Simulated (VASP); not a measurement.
Write the native input for VASP 6.6.1 that does the following.

```yaml
Task: single point
Functional: r2SCAN
Potentials_or_basis: VASP PAW PBE potentials, release 64 (Mg)
Cutoff: 520 eV
k_mesh: 18 × 18 × 6
Occupations: gaussian, width 0.1 eV
Spin: no spin polarisation
Dipole_correction: no
Further_INCAR_settings: ALGO = Normal; EDIFF = 1e-06; NBANDS = 12
```

Mg:

```
Mg
1.0
     3.28609    0.00000    0.00000
    -1.64305    2.84584    0.00000
     0.00000    0.00000   10.08099
Mg
4
Direct
  0.00000 0.00000 0.00000
  0.33333 0.66667 0.25000
  0.00000 0.00000 0.50000
  0.66667 0.33333 0.75000
```

This cell differs from its parent crystal: biaxial strain in the a-b plane: +3.0 %.

The input as run:

POSCAR

```
Mg
1.0
    3.2860925357      0.0000000000      0.0000000000
   -1.6430462679      2.8458396151      0.0000000000
    0.0000000000      0.0000000000     10.0809902104
Mg
4
Direct
    0.0000000000      0.0000000000      0.0000000000
    0.3333333333      0.6666666667      0.2500000000
    0.0000000000      0.0000000000      0.5000000000
    0.6666666667      0.3333333333      0.7500000000
```

INCAR.step1

```
SYSTEM = Mg
  PREC = Accurate
  ENCUT = 520
  ISMEAR = 0
  SIGMA = 0.1
  LREAL = .False.
  LASPH = .True.
  NELM = 80
  NBANDS = 12
  GGA = PE
  ALGO = Normal
  EDIFF = 1E-4
  LWAVE = .True.
  LCHARG = .False.
```

INCAR.step2

```
SYSTEM = Mg
  PREC = Accurate
  ENCUT = 520
  EDIFF = 1E-6
  ISMEAR = 0
  SIGMA = 0.1
  LREAL = .False.
  LASPH = .True.
  NELM = 80
  ALGO = Normal
  ISIF = 2
  LWAVE = .False.
  LCHARG = .True.
  METAGGA = R2SCAN
  LMIXTAU = .True.
  LELF = .True.
  LVHAR = .True.
  NBANDS = 12
  ISTART = 1
```

KPOINTS

```
regular mesh
0
Gamma
  18 18 6
  0 0 0
```

Potentials or basis: VASP PAW PBE potentials, release 64 (Mg).

Command:

```console
$ cat potpaw_PBE.64/Mg/POTCAR > POTCAR
$ cp INCAR.step1 INCAR
$ mpirun -np 1 vasp_std > vasp.out
$ cp INCAR.step2 INCAR
$ mpirun -np 1 vasp_std > vasp.out
```

It gave:

```yaml
Pressure: -1.6 GPa
Band_gap_on_the_k_mesh: zero (bands 4 and 5 overlap by 1.82 eV)
```

Caveat: the cell differs from its parent crystal (biaxial strain in the a-b plane: +3.0 %); the PAW data sets were made with another functional, which shifts forces and pressure a little.

It took 8.7 min on 1 thread of Intel Xeon 8259CL, with other jobs on the host, peak memory 0.31 GiB.
